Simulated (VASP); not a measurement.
Wanted: the native input for a VASP 6.6.1 run.

| Property | Result |
| --- | --- |
| Task | single point |
| Functional | r2SCAN |
| Potentials or basis | VASP PAW PBE potentials, release 64 (Ta_pv, N) |
| Cutoff | 660 eV |
| k mesh | 4 × 4 × 6 |
| Occupations | fermi-dirac, width 0.1 eV |
| Spin | no spin polarisation |
| Dipole correction | no |
| Further INCAR settings | ALGO = Normal; EDIFF = 1e-06; NBANDS = 33 |

TaN:

```
CELL_PARAMETERS angstrom
5.19100 0.00000 0.00000
-2.59550 4.49554 0.00000
0.00000 0.00000 2.90800
ATOMIC_POSITIONS crystal
Ta 0.00000 0.00000 0.00000
Ta 0.33333 0.66667 0.50000
Ta 0.66667 0.33333 0.50000
N 0.50000 0.00000 0.00000
N 0.00000 0.50000 0.00000
N 0.50000 0.50000 0.00000
```

The input as run:

POSCAR

```
TaN
1.0
    5.1910000000      0.0000000000      0.0000000000
   -2.5955000000      4.4955378710      0.0000000000
    0.0000000000      0.0000000000      2.9080000000
Ta N
3 3
Direct
    0.0000000000      0.0000000000      0.0000000000
    0.3333333333      0.6666666667      0.5000000000
    0.6666666667      0.3333333333      0.5000000000
    0.5000000000      0.0000000000      0.0000000000
    0.0000000000      0.5000000000      0.0000000000
    0.5000000000      0.5000000000      0.0000000000
```

INCAR.step1

```
SYSTEM = TaN
  ALGO = Normal
  EDIFF = 1E-5
  ENCUT = 660
  GGA = PE
  GGA_COMPAT = .False.
  ISMEAR = -1
  LASPH = .True.
  LCHARG = .False.
  LREAL = .False.
  LWAVE = .True.
  NBANDS = 33
  NELM = 120
  PREC = Accurate
  SIGMA = 0.1
```

INCAR.step2

```
SYSTEM = TaN
  ALGO = Normal
  EDIFF = 1E-6
  ENCUT = 660
  GGA_COMPAT = .False.
  ISIF = 2
  ISMEAR = -1
  ISTART = 1
  LASPH = .True.
  LCHARG = .False.
  LMIXTAU = .True.
  LREAL = .False.
  LWAVE = .False.
  METAGGA = R2SCAN
  NBANDS = 33
  NELM = 120
  PREC = Accurate
  SIGMA = 0.1
```

KPOINTS

```
k-points
0
Gamma
  4 4 6
  0 0 0
```

Potentials or basis: VASP PAW PBE potentials, release 64 (Ta_pv, N).

Run with:

```sh
$ cat potpaw_PBE.64/Ta_pv/POTCAR potpaw_PBE.64/N/POTCAR > POTCAR
$ cp INCAR.step1 INCAR
$ mpirun -np 1 vasp_std > vasp.out
$ cp INCAR.step2 INCAR
$ mpirun -np 1 vasp_std > vasp.out
```

It gave:

```
Pressure               : 7.1 GPa
Band gap on the k mesh : zero (bands 24 and 25 overlap by 2.19 eV)
```

Caveat: the k points lie up to 0.36 Å⁻¹ apart, too coarse for converged energies and pressures of a metal; the PAW data sets were made with another functional, which shifts forces and pressure a little; spin-orbit coupling is left out, which moves the levels of the heavy elements.

Run time: 2 min on 1 thread of Intel(R) Xeon(R) 6975P-C (Granite Rapids) (shared host), peak memory 0.25 GiB.
